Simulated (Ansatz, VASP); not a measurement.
# PbSe: VASP beside Ansatz

```xyz
2
Lattice="3.7843 0.0000 0.0000 0.0000 3.7843 0.0000 0.0000 0.0000 3.7843" Properties=species:S:1:pos:R:3 pbc="T T T"
Pb    0.0000    0.0000    0.0000
Se    1.8922    1.8922    1.8922
```

Alike in both runs: task single point; functional PBE; k mesh 7 × 7 × 7; occupations gaussian, width 0.02 eV; no spin polarisation.

|  | VASP | Ansatz |
| --- | --- | --- |
| version | VASP 6.6.1 | Ansatz 0.2.0 |
| potentials or method | VASP PAW PBE potentials, release 64 (Pb_d, Se) | Ansatz PAW |
| plane-wave cutoff (eV) | 520 | 420 |
| valence electrons in the cell | 20 | 30 |

|  | VASP | Ansatz | Ansatz less VASP |
| --- | --- | --- | --- |
| gap on the k mesh at the Fermi level (eV) | none | none | - |
| pressure (GPa) | -0.2 | -0.2 | +0.03 |

A gap of «none» marks a metal or a gap that the smearing closes. VASP's potentials hold 20 valence electrons a cell and Ansatz's 30, so a difference there can come from the potentials and not from the codes.

Spin-orbit coupling is off throughout.
